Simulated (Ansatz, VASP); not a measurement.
**One calculation of Bi2Se3, two programs**

Contents of INCAR:

```
PREC     = Accurate       # precision mode
ENCUT    = 520            # plane-wave cutoff, eV
EDIFF    = 1E-7           # SCF threshold, eV
ISMEAR   = 0              # smearing method
SIGMA    = 0.03           # smearing width, eV
LREAL    = False          # projectors in reciprocal space
LASPH    = True           # aspherical terms in the spheres
NELM     = 60             # most SCF steps
ALGO     = Normal         # electronic algorithm
ISIF     = 2              # what is computed and relaxed
LWAVE    = False          # write WAVECAR
LCHARG   = False          # write CHGCAR
GGA      = PS             # functional
NBANDS   = 32             # bands
```

Contents of KPOINTS:

```
Automatic mesh
0
Gamma
  12 12 12
```

Contents of POSCAR:

```
Bi2Se3
1.0
    2.2372192405      1.2916591307      9.1635168000
   -2.2372192405      1.2916591307      9.1635168000
    0.0000000000     -2.5833182615      9.1635168000
Bi Se
2 3
Direct
    0.4008000000      0.4008000000      0.4008000000
    0.5992000000      0.5992000000      0.5992000000
    0.0000000000      0.0000000000      0.0000000000
    0.2117000000      0.2117000000      0.2117000000
    0.7883000000      0.7883000000      0.7883000000
```

Input for Ansatz:

```yaml
crystal:
  lattice:
    - [2.2372192405, 1.2916591307, 9.1635168]
    - [-2.2372192405, 1.2916591307, 9.1635168]
    - [0.0, -2.5833182615, 9.1635168]
  atoms:
    - { symbol: Bi, position: [0.4008, 0.4008, 0.4008] }
    - { symbol: Bi, position: [0.5992, 0.5992, 0.5992] }
    - { symbol: Se, position: [0.0, 0.0, 0.0] }
    - { symbol: Se, position: [0.2117, 0.2117, 0.2117] }
    - { symbol: Se, position: [0.7883, 0.7883, 0.7883] }
basis:
  ecutwfc: 420
kpoints:
  mp_grid: { grid: [12, 12, 12] }
hamiltonian:
  xc: pbesol
scf:
  occupations: { method: gaussian, width: 0.03 }
output:
  forces: true
  stress: true
  eigenvalues: true
  write_density: true
  write_potential: true
  elf: true
  volumetric_format: npy
```

Change from the starting cell: strain +0.080 along x and y, -0.040 along z, atoms carried along.

Alike in both runs: task single point; functional PBEsol; k mesh 12 × 12 × 12; occupations gaussian, width 0.03 eV; no spin polarisation.

```csv
,VASP,Ansatz
version,VASP 6.6.1,Ansatz 0.2.0
potentials or method,"VASP PAW PBE potentials, release 64 (Bi_d, Se), cutoff 520 eV","scalar-relativistic, plane waves, PAW"
valence electrons in the cell,48,78
```

Ansatz gave:

| Property | Result |
| --- | --- |
| gap on the k mesh at the Fermi level (eV) | 0.08 |
| least direct gap on the mesh (eV) | 0.10 |
| pressure (GPa) | -6.0 |
| traceless stress, the component that is largest in VASP (GPa) | 2.79 |
| rms of the force components (eV/Å) | 0.169 |

Q: Which values does VASP return?

A: gap on the k mesh at the Fermi level (eV): 0.08; least direct gap on the mesh (eV): 0.10; pressure (GPa): -6.0; traceless stress, the component that is largest in VASP (GPa): 2.78; rms of the force components (eV/Å): 0.165.

VASP's potentials were made for PBE, not for PBEsol. Atom by atom the forces differ by 0.004 eV/Å (rms over components). VASP's potentials hold 48 valence electrons a cell and Ansatz's 78, so a difference there can come from the potentials and not from the codes.

Neither program's run includes spin-orbit coupling.
